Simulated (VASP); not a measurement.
KH2, 6 atoms in the cell. The structure is trigonal, space group R-3m (No. 166). Conventional cell: a = 3.856 Å, b = 3.856 Å, c = 12.581 Å, α = 90.00°, β = 90.00°, γ = 120.00°. K (site symmetry -3m) has 8 H at 2.45 to 2.83 Å within 3.2 Å. H (site symmetry 3m) has 3 H at 2.34 Å and 4 K at 2.45 to 2.83 Å within 3.1 Å. 

```yaml
Program: VASP 6.6.1
Task: single point
Functional: PBE
Potentials_or_basis: VASP PAW PBE potentials, release 64 (K_sv, H)
Cutoff: 520 eV
k_mesh: 6 × 6 × 4
Occupations: gaussian, width 0.1 eV
Spin: no spin polarisation
Dipole_correction: no
Further_INCAR_settings: ALGO = Normal; EDIFF = 1e-07; NBANDS = 20
```

Potentials or basis: VASP PAW PBE potentials, release 64 (K_sv, H).

The run is started by

```bash
$ cat potpaw_PBE.64/K_sv/POTCAR potpaw_PBE.64/H/POTCAR > POTCAR
$ mpirun -np 1 vasp_std > vasp.out
```

Hardware: 1 thread of Intel Xeon 8259CL, on a shared host.

Problem. How long does it take, and how much memory?

Solution. Wall time 2.1 min on 1 thread of Intel Xeon 8259CL, with other jobs on the host, peak memory 0.27 GiB. Counts: scf iterations 15, k points 47.
